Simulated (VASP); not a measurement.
# Os (I4/mmm) in VASP: further runs

Runs on Os. Level: r2SCAN. Tasks: single point.

Program: VASP 6.6.1. These are calculated values, not measurements. Logs are shortened: lines on timing, memory, paths and dates and some standing lists are left out, and cuts for length are marked.

## (1) The cell of the first run

The structure is tetragonal, space group I4/mmm (No. 139). Conventional cell: a = 2.668 Å, b = 2.668 Å, c = 3.890 Å, α = 90.00°, β = 90.00°, γ = 90.00°. Within 3.5 Å of Os (site symmetry 4/mmm) lie 12 Os at 2.67 to 2.71 Å.

## (2) Single point, r2SCAN (strain -0.030 along x and y, +0.000 along z)

Contents of POSCAR:

```
Os
1.0
    0.0000000000      1.8866500000      1.9450000000
    1.8866500000      0.0000000000      1.9450000000
    1.8866500000      1.8866500000      0.0000000000
Os
1
Direct
    0.0000000000      0.0000000000      0.0000000000
```

Contents of INCAR.step1:

```
PREC = Accurate
ENCUT = 520
ISMEAR = 0
SIGMA = 0.15
LREAL = F
LASPH = T
NELM = 100
NBANDS = 10
GGA = PE
ALGO = Normal
EDIFF = 1E-4
LWAVE = T
LCHARG = F
```

Contents of INCAR.step2:

```
PREC = Accurate
ENCUT = 520
EDIFF = 1E-7
ISMEAR = 0
SIGMA = 0.15
LREAL = F
LASPH = T
NELM = 100
ALGO = Normal
ISIF = 2
LWAVE = F
LCHARG = F
METAGGA = R2SCAN
LMIXTAU = T
NBANDS = 10
ISTART = 1
```

Contents of KPOINTS:

```
regular mesh
0
Gamma
  20 20 20
```

Potentials or basis: VASP PAW PBE potentials, release 64 (Os).

The run is started by

```console
> cat potpaw_PBE.64/Os/POTCAR > POTCAR
> cp INCAR.step1 INCAR
> mpirun -np 1 vasp_std > vasp.out
> cp INCAR.step2 INCAR
> mpirun -np 1 vasp_std > vasp.out
```

OUTCAR:

```text
PREC = Accurate
   ENCUT = 520
   EDIFF = 1E-7
   ISMEAR = 0
   LREAL = F
   LASPH = T
   NELM = 100
   ISIF = 2
   METAGGA = R2SCAN
   ISTART = 1

 ion  position               nearest neighbor table
   1  0.000  0.000  0.000-

  LATTYP: Found a body centered tetragonal cell.
 ALAT       =     2.6681260175
 C/A-ratio  =     1.4579521262

  Lattice vectors:

 A1 = (  -1.8866500000,   0.0000000000,   1.9450000000)
 A2 = (   1.8866500000,   0.0000000000,   1.9450000000)
 A3 = (   0.0000000000,   1.8866500000,  -1.9450000000)

Analysis of symmetry for initial positions (statically):
=====================================================================
 Subroutine PRICEL returns:
 Original cell was already a primitive cell.

 Routine SETGRP: Setting up the symmetry group for a
 body centered tetragonal supercell.

 Subroutine GETGRP returns: Found 16 space group operations
 (whereof 16 operations were pure point group operations)
 out of a pool of 16 trial point group operations.

The static configuration has the point symmetry D_4h.

Analysis of symmetry for dynamics (positions and initial velocities):
=====================================================================
 Subroutine PRICEL returns:
 Original cell was already a primitive cell.

 Routine SETGRP: Setting up the symmetry group for a
 body centered tetragonal supercell.

 Subroutine GETGRP returns: Found 16 space group operations
 (whereof 16 operations were pure point group operations)
 out of a pool of 16 trial point group operations.

The dynamic configuration has the point symmetry D_4h.

 Subroutine INISYM returns: Found 16 space group operations
 (whereof 16 operations are pure point group operations),
 and found     1 'primitive' translations

----------------------------------------------------------------------------------------

                                     Primitive cell

  volume of cell :      13.8463

  direct lattice vectors                    reciprocal lattice vectors
     0.000000000  1.886650000  1.945000000    -0.265020009  0.265020009  0.257069409
     1.886650000  0.000000000  1.945000000     0.265020009 -0.265020009  0.257069409
     1.886650000  1.886650000  0.000000000     0.265020009  0.265020009 -0.257069409

  length of vectors
     2.709699840  2.709699840  2.668126017     0.454484204  0.454484204  0.454484204

  position of ions in fractional coordinates (direct lattice)
     0.000000000  0.000000000  0.000000000

  ion indices of the primitive-cell ions
   primitive index   ion index
                 1           1

----------------------------------------------------------------------------------------

 KPOINTS: regular mesh

Automatic generation of k-mesh.
 Grid dimensions read from file:
 generate k-points for:   20   20   20

 Generating k-lattice:

  Cartesian coordinates                     Fractional coordinates (reciprocal lattice)
    -0.013251000  0.013251000  0.012853470     0.050000000  0.000000000  0.000000000
     0.013251000 -0.013251000  0.012853470     0.000000000  0.050000000  0.000000000
     0.013251000  0.013251000 -0.012853470    -0.000000000 -0.000000000  0.050000000

  Length of vectors
     0.022724210  0.022724210  0.022724210

  Shift w.r.t. Gamma in fractional coordinates (k-lattice)
     0.000000000  0.000000000  0.000000000

 Subroutine IBZKPT returns following result:
 ===========================================

 Found    641 irreducible k-points:

 Following reciprocal coordinates:
            Coordinates               Weight
  0.000000  0.000000  0.000000      1.000000
  0.050000  0.000000  0.000000      8.000000
  0.100000  0.000000  0.000000      8.000000
  0.150000  0.000000  0.000000      8.000000
  0.200000  0.000000  0.000000      8.000000
  0.250000  0.000000  0.000000      8.000000
[... 16 lines left out ...]
 -0.400000  0.050000  0.000000      8.000000
 -0.350000  0.050000  0.000000      8.000000
 [... further k-points ...]
   k-points           NKPTS =    641   k-points in BZ     NKDIM =    641   number of bands    NBANDS=     10
   number of dos      NEDOS =    301   number of ions     NIONS =      1
   total plane-waves  NPLWV =   8000
   dimension x,y,z NGX =    20 NGY =   20 NGZ =   20
   dimension x,y,z NGXF=    40 NGYF=   40 NGZF=   40
   ions per type =               1
   NGX,Y,Z   is equivalent  to a cutoff of  12.27, 12.27, 12.46 a.u.
   NGXF,Y,Z  is equivalent  to a cutoff of  24.54, 24.54, 24.92 a.u.
 SYSTEM =  unknown system
   PREC   = accura    normal or accurate (medium, high low for compatibility)
   ISTART =      1    job   : 0-new  1-cont  2-samecut
   ICHARG =      0    charge: 1-file 2-atom 10-const
   ISPIN  =      1    spin polarized calculation?
   LNONCOLLINEAR =      F non collinear calculations
   LSORBIT =      F    spin-orbit coupling
   LASPH  =      T    aspherical Exc in radial PAW
   ENCUT  =  520.0 eV  38.22 Ry    6.18 a.u.   5.04  5.04  4.96*2*pi/ulx,y,z
   NELM   =    100;   NELMIN=  2; NELMDL=  0     # of ELM steps
   EDIFF  = 0.1E-06   stopping-criterion for ELM
   LREAL  =      F    real-space projection
   EDIFFG = 0.1E-05   stopping-criterion for IOM
   NSW    =      0    number of steps for IOM
   IBRION =     -1    ionic relax: 0-MD 1-quasi-New 2-CG
   NFREE  =      0    steps in history (QN), initial steepest desc. (CG)
   ISIF   =      2    stress and relaxation
   ISYM   =      2    0-nonsym 1-usesym 2-fastsym
   POTIM  = 0.5000    time-step for ionic-motion
   TEBEG  =    0.0;   TEEND  =   0.0 temperature during run
   PSTRESS=    0.0 pullay stress
   NELECT =       8.0000    total number of electrons
   NUPDOWN=      -1.0000    fix difference up-down
   EMIN   =  10.00;   EMAX   =-10.00  energy-range for DOS
   EFERMI =   0.00;   METHOD = LEGACY
   ISMEAR =     0;   SIGMA  =   0.15  broadening in eV -4-tet -1-fermi 0-gaus
   EFERMI_NEDOS =   21; number of points for ismear=-14 and -15
   IALGO  =     38    algorithm
   IMIX   =      4    mixing-type and parameters
     AMIX     =   0.40;   BMIX     =  1.00
     AMIX_MAG =   1.60;   BMIX_MAG =  1.00
  volume/ion in A,a.u.               =      13.85        93.44
  Fermi-wavevector in a.u.,A,eV,Ry     =   1.363518  2.576675 25.295681  1.859180
  Thomas-Fermi vector in A             =   2.489914
   LORBIT       =      0    0 simple, 1 ext, 2 COOP (PROOUT), +10 PAW based schemes
   METAGGA = R2SCAN    functional components
   LHFCALC =     F    Hartree Fock is set to
   AEXX    =    0.0000 exact exchange contribution
   IVDW    =     0    specifies the selected vdW correction
   LEPSILON=     F    determine dielectric tensor
   LRPA    =     F    only Hartree local field effects (RPA)
 non-spin polarized calculation
 Gauss-broadening in eV      SIGMA  =   0.15
  energy-cutoff  :      520.00
  volume of cell :       13.85
 maximum number of plane-waves:       386
   NGX =  9   NGY =  9   NGZ =  9

 number of electron       7.9999999 magnetization

 Free energy of the ion-electron system (eV)
  ---------------------------------------------------
  ext. energy  EPLUGINS =         0.00000000
  ---------------------------------------------------
  free energy    TOTEN  =       -52.83885492 eV

  energy without entropy =      -52.82904890  energy(sigma->0) =      -52.83395191

 E-fermi :   9.3258     XC(G=0): -15.4546

 val. band max:        9.3155872812   @ k =  -0.2500   0.0500   0.0000
 cond. band min:       9.3300496902   @ k =  -0.2500   0.0500   0.2500
 fundamental gap:      0.0144624090
 Fermi energy:         9.3258289705

 k-point     1 :       0.0000    0.0000    0.0000
  band No.  band energies     occupation
      1      -2.1098      2.00000
      2       5.8121      2.00000
      3       6.3019      2.00000
      4       6.3019      2.00000
      5       9.0073      1.99733
      6       9.6436      0.00274
      7      24.2373      0.00000
      8      29.7189      0.00000
      9      30.8364      0.00000
     10      30.8364      0.00000

 k-point     2 :       0.0500    0.0000    0.0000
  band No.  band energies     occupation
      1      -1.9850      2.00000
      2       5.8234      2.00000
      3       6.2686      2.00000
      4       6.3593      2.00000
      5       8.9723      1.99914
      6       9.5936      0.01160
      7      24.4718      0.00000
      8      29.5429      0.00000
      9      30.5597      0.00000
     10      31.0611      0.00000

 k-point     3 :       0.1000    0.0000    0.0000
  band No.  band energies     occupation
      1      -1.6218      2.00000
      2       5.7605      2.00000
      3       6.2731      2.00000
      4       6.5163      2.00000
      5       8.8965      1.99995
      6       9.4691      0.17672
      7      25.1265      0.00000
      8      28.4583      0.00000
      9      30.9553      0.00000
     10      31.7188      0.00000

 k-point     4 :       0.1500    0.0000    0.0000
  band No.  band energies     occupation
      1      -1.0573      2.00000
      2       5.5614      2.00000
      3       6.3868      2.00000
      4       6.7190      2.00000
      5       8.8687      1.99998
      6       9.3486      0.83020
      7      25.9601      0.00000
      8      27.2225      0.00000
      9      31.9294      0.00000
     10      32.7635      0.00000

 k-point     5 :       0.2000    0.0000    0.0000
  band No.  band energies     occupation
      1      -0.3668      2.00000
      2       5.3846      2.00000
      3       6.4586      2.00000
      4       6.8669      2.00000
      5       9.0197      1.99610
      6       9.3592      0.75299
      7      25.4873      0.00000
      8      27.3792      0.00000
      9      33.2508      0.00000
     10      34.1224      0.00000

 k-point     6 :       0.2500    0.0000    0.0000
  band No.  band energies     occupation
      1       0.3187      2.00000
      2       5.4132      2.00000
      3       6.3935      2.00000
      4       6.8639      2.00000
      5       9.4268      0.34125
      6       9.6123      0.00692
      7      24.2915      0.00000
      8      27.7921      0.00000
      9      34.7695      0.00000
     10      35.5541      0.00000
[... 183 lines left out ...]
 k-point    21 :       0.5000    0.0500    0.0000
  band No.  band energies     occupation
      1       1.2535      2.00000
      2       5.5959      2.00000
      3       6.2935      2.00000
      4       8.6566      2.00000
      5      11.7817      0.00000
      6      12.3619      0.00000
      7      18.9355      0.00000
      8      24.0133      0.00000
      9      30.6090      0.00000
     10      31.0201      0.00000

 k-point    22 :      -0.4500    0.0500    0.0000
  band No.  band energies     occupation
      1       1.2577      2.00000
      2       5.6338      2.00000
      3       6.2881      2.00000
      4       8.5347      2.00000
      5      11.5848      0.00000
      6      12.4614      0.00000
      7      19.0893      0.00000
      8      24.0831      0.00000
      9      30.3966      0.00000
     10      31.4155      0.00000

 k-point    23 :      -0.4000    0.0500    0.0000
  band No.  band energies     occupation
      1       1.2703      2.00000
      2       5.7486      2.00000
      3       6.3658      2.00000
      4       7.7866      2.00000
      5      11.1345      0.00000
      6      12.1444      0.00000
      7      20.0885      0.00000
      8      24.5594      0.00000
      9      30.8626      0.00000
     10      32.4271      0.00000

 k-point    24 :      -0.3500    0.0500    0.0000
  band No.  band energies     occupation
      1       1.2405      2.00000
      2       5.9177      2.00000
      3       6.5167      2.00000
      4       6.7912      2.00000
      5      10.5263      0.00000
      6      11.5546      0.00000
      7      21.4308      0.00000
      8      25.4934      0.00000
      9      31.8983      0.00000
     10      33.9678      0.00000

 [... further k-points ...]

------------------------ aborting loop because EDIFF is reached ----------------------------------------

  FORCE on cell =-STRESS in cart. coord.  units (eV):
  Direction    XX          YY          ZZ          XY          YZ          ZX
  --------------------------------------------------------------------------------------
  -------------------------------------------------------------------------------------
  Total        1.0408816      1.0408816      0.1110739      0.0000000      0.0000000      0.0000000
  in kB      120.4424638    120.4424638     12.8525820      0.0000000      0.0000000      0.0000000
  external PRESSURE =      84.5791699 kB  Pullay stress =       0.0000000 kB

 VOLUME and BASIS-vectors are now :
 -----------------------------------------------------------------------------
  energy-cutoff  :      520.00
  volume of cell :       13.85
      direct lattice vectors                 reciprocal lattice vectors
     0.000000000  1.886650000  1.945000000    -0.265020009  0.265020009  0.257069409
     1.886650000  0.000000000  1.945000000     0.265020009 -0.265020009  0.257069409
     1.886650000  1.886650000  0.000000000     0.265020009  0.265020009 -0.257069409

 POSITION                                       TOTAL-FORCE (eV/Angst)
 -----------------------------------------------------------------------------------
      0.00000      0.00000      0.00000         0.000000     -0.000000      0.000000
 -----------------------------------------------------------------------------------
    total drift:                                0.000000     -0.000000     -0.000000

  FREE ENERGIE OF THE ION-ELECTRON SYSTEM (eV)
  ---------------------------------------------------
  free  energy   TOTEN  =       -52.8388549204 eV

  energy  without entropy=      -52.8290489031  energy(sigma->0) =      -52.83395191
```

It took 3.4 min on 1 thread of Intel Xeon 6975P-C (Granite Rapids), shared host; peak memory 0.2 GiB.

What came out:

| Item | Value |
| --- | --- |
| Free energy | -52.8389 eV |
| Pressure | 8.5 GPa |
| Band gap on the k mesh | zero (bands 4 and 5 overlap by 4.28 eV) |

Stress tensor (GPa, compression positive):
```
12.04  0.00  0.00
 0.00 12.04  0.00
 0.00  0.00  1.29
```

Caveat: the cell differs from its parent crystal (strain -0.030 along x and y, +0.000 along z); the cell stands under pressure; the PAW data sets were made with another functional, which shifts forces and pressure a little; spin-orbit coupling is left out, which moves the levels of the heavy elements.

## (3) Single point, r2SCAN (strain -0.015 along x and y, -0.030 along z)

Contents of POSCAR:

```
Os
1.0
    0.0000000000      1.9158250000      1.8866500000
    1.9158250000      0.0000000000      1.8866500000
    1.9158250000      1.9158250000      0.0000000000
Os
1
Direct
    0.0000000000      0.0000000000      0.0000000000
```

Contents of INCAR.step1:

```
SYSTEM = Os
PREC = Accurate ; ENCUT = 520
ISMEAR = 0 ; SIGMA = 0.15
LREAL = .FALSE. ; LASPH = .TRUE.
NELM = 60 ; NBANDS = 10
GGA = PE ; ALGO = Normal
EDIFF = 1E-4 ; LWAVE = .TRUE.
LCHARG = .FALSE.
```

Contents of INCAR.step2:

```
SYSTEM = Os
PREC = Accurate ; ENCUT = 520
EDIFF = 1E-7 ; ISMEAR = 0
SIGMA = 0.15 ; LREAL = .FALSE.
LASPH = .TRUE. ; NELM = 60
ALGO = Normal ; ISIF = 2
LWAVE = .FALSE. ; LCHARG = .TRUE.
METAGGA = R2SCAN ; LMIXTAU = .TRUE.
LELF = .TRUE. ; LVHAR = .TRUE.
NBANDS = 10 ; ISTART = 1
```

Contents of KPOINTS:

```
regular mesh
0
G
  20 20 20
  0 0 0
```

Potentials or basis: VASP PAW PBE potentials, release 64 (Os).

The run is started by

```console
> cat potpaw_PBE.64/Os/POTCAR > POTCAR
> cp INCAR.step1 INCAR
> mpirun -np 1 vasp_std > vasp.out
> cp INCAR.step2 INCAR
> mpirun -np 1 vasp_std > vasp.out
```

It took 3.8 min on 1 thread of Intel Xeon 6975P-C (Granite Rapids), shared host; peak memory 0.21 GiB.

It converged, with:

```
Free energy            : -52.8458 eV
Pressure               : 8.2 GPa
Band gap on the k mesh : zero (bands 4 and 5 overlap by 4.40 eV)
```

Stress tensor (GPa, compression positive):
```
 6.46  0.00  0.00
 0.00  6.46  0.00
 0.00  0.00 11.70
```

Levels at points of the mesh, in eV from the Fermi level:
```tsv
k point	band 1	band 2	band 3	band 4	band 5	band 6	band 7	band 8
(0.00, 0.00, 0.00)	-11.43	-3.27	-3.27	-3.03	-0.15	0.16	14.90	20.94
(0.50, 0.00, 0.00)	-8.18	-3.51	-3.25	-0.28	2.50	2.64	9.62	14.46
(0.50, 0.50, 0.00)	-8.07	-7.35	2.49	2.66	3.31	3.31	12.76	12.76
(0.50, 0.00, 0.50)	-8.09	-7.33	2.31	2.51	3.19	3.41	12.93	12.99
```

Caveat: the cell differs from its parent crystal (strain -0.015 along x and y, -0.030 along z); the cell stands under pressure; the PAW data sets were made with another functional, which shifts forces and pressure a little; spin-orbit coupling is left out, which moves the levels of the heavy elements.
